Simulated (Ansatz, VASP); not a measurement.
# One calculation of WSe2, two programs

The input INCAR:

```
ALGO     = Normal         # electronic algorithm
EDIFF    = 1E-6           # SCF threshold, eV
ENCUT    = 520            # plane-wave cutoff, eV
GGA      = PS             # functional
ISIF     = 2              # what is computed and relaxed
ISMEAR   = 0              # smearing method
LASPH    = T              # aspherical terms in the spheres
LCHARG   = T              # write CHGCAR
LELF     = T              # ELF
LREAL    = F              # projectors in reciprocal space
LVHAR    = T            
LWAVE    = F              # write WAVECAR
NBANDS   = 49             # bands
NELM     = 60             # most SCF steps
PREC     = Accurate       # precision mode
SIGMA    = 0.05           # smearing width, eV
```

The input KPOINTS:

```
k-points
0
Gamma
  12 12 1
```

POSCAR

```
WSe2
1.0
    3.3690299457      0.0000000000      0.0000000000
   -1.6845149728      2.9176655191      0.0000000000
    0.0000000000      0.0000000000     29.1847504091
W Se
3 6
Direct
    0.6666666667      0.3333333333      0.0000000000
    0.3333333333      0.6666666667      0.7734641576
    0.3333333333      0.6666666667      0.2265358424
    0.3333333333      0.6666666667      0.0573689705
    0.6666666667      0.3333333333      0.8308403050
    0.6666666667      0.3333333333      0.2838341585
    0.3333333333      0.6666666667      0.9426310295
    0.6666666667      0.3333333333      0.7161658415
    0.6666666667      0.3333333333      0.1691596950
```

Input for Ansatz:

```yaml
crystal:
  lattice:
    - [3.3690299457, 0.0, 0.0]
    - [-1.6845149728, 2.9176655191, 0.0]
    - [0.0, 0.0, 29.1847504091]
  atoms:
    - { symbol: W, position: [0.6666666667, 0.3333333333, 0.0] }
    - { symbol: W, position: [0.3333333333, 0.6666666667, 0.7734641576] }
    - { symbol: W, position: [0.3333333333, 0.6666666667, 0.2265358424] }
    - { symbol: Se, position: [0.3333333333, 0.6666666667, 0.0573689705] }
    - { symbol: Se, position: [0.6666666667, 0.3333333333, 0.830840305] }
    - { symbol: Se, position: [0.6666666667, 0.3333333333, 0.2838341585] }
    - { symbol: Se, position: [0.3333333333, 0.6666666667, 0.9426310295] }
    - { symbol: Se, position: [0.6666666667, 0.3333333333, 0.7161658415] }
    - { symbol: Se, position: [0.6666666667, 0.3333333333, 0.169159695] }
basis:
  ecutwfc: 420
kpoints:
  mp_grid: { grid: [12, 12, 1] }
hamiltonian:
  xc: pbesol
scf:
  occupations: { method: gaussian, width: 0.05 }
output:
  forces: true
  stress: true
  eigenvalues: true
```

Change from the starting cell: strain +0.030 along x and y, +0.000 along z, atoms carried along.

Alike in both runs: task single point; functional PBEsol; k mesh 12 × 12 × 1; occupations gaussian, width 0.05 eV; no spin polarisation.

```csv
,VASP,Ansatz
version,VASP 6.6.1,Ansatz 0.2.0
potentials or method,"VASP PAW PBE potentials, release 64 (W_sv, Se), cutoff 520 eV","scalar-relativistic, plane waves, PAW"
valence electrons in the cell,78,138
```

|  | VASP | Ansatz | Ansatz less VASP |
| --- | --- | --- | --- |
| gap on the k mesh at the Fermi level (eV) | 1.13 | 1.14 | +0.008 |
| least direct gap on the mesh (eV) | 1.34 | 1.34 | +0.003 |
| rms of the force components (eV/Å) | 0.258 | 0.281 | +0.0231 |

VASP's potentials were made for PBE, not for PBEsol. Atom by atom the forces differ by 0.023 eV/Å (rms over components). VASP's potentials hold 78 valence electrons a cell and Ansatz's 138, so a difference there can come from the potentials and not from the codes.

Neither program's run includes spin-orbit coupling.
